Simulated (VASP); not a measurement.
TiAl: single point with LDA

The system is TiAl.

```xyz
2
Lattice="3.1361 0.0000 0.0000 0.0000 3.1361 0.0000 0.0000 0.0000 3.1361" Properties=species:S:1:pos:R:3 pbc="T T T"
Ti    0.0000    0.0000    0.0000
Al    1.5680    1.5680    1.5680
```

| Item | Value |
| --- | --- |
| Program | VASP 6.6.1 |
| Task | single point |
| Functional | LDA |
| Potentials or basis | VASP PAW LDA potentials, release 64 (Ti_sv, Al) |
| Cutoff | 520 eV |
| k mesh | 8 × 8 × 8 |
| Occupations | fermi-dirac, width 0.05 eV |
| Spin | no spin polarisation |
| Dipole correction | no |
| Further INCAR settings | ALGO = Normal; EDIFF = 1e-07; NBANDS = 14 |

```
Pressure : -1.1 GPa
```

Levels at points of the mesh, in eV from the Fermi level:
```tsv
k point	band 5	band 6	band 7	band 8	band 9	band 10
(0.00, 0.00, 0.00)	-9.37	-1.51	-1.51	1.84	1.84	1.84
(0.50, 0.00, 0.00)	-6.02	-5.24	-0.58	0.12	0.12	2.06
(0.50, 0.50, 0.00)	-5.12	-2.02	-2.02	-1.49	0.69	0.69
(0.50, 0.50, 0.50)	-3.20	-3.20	-3.20	0.81	2.96	2.96
```

Wall time 11 s on 1 thread of Intel Xeon 8259CL, on a shared host, peak memory 0.13 GiB.
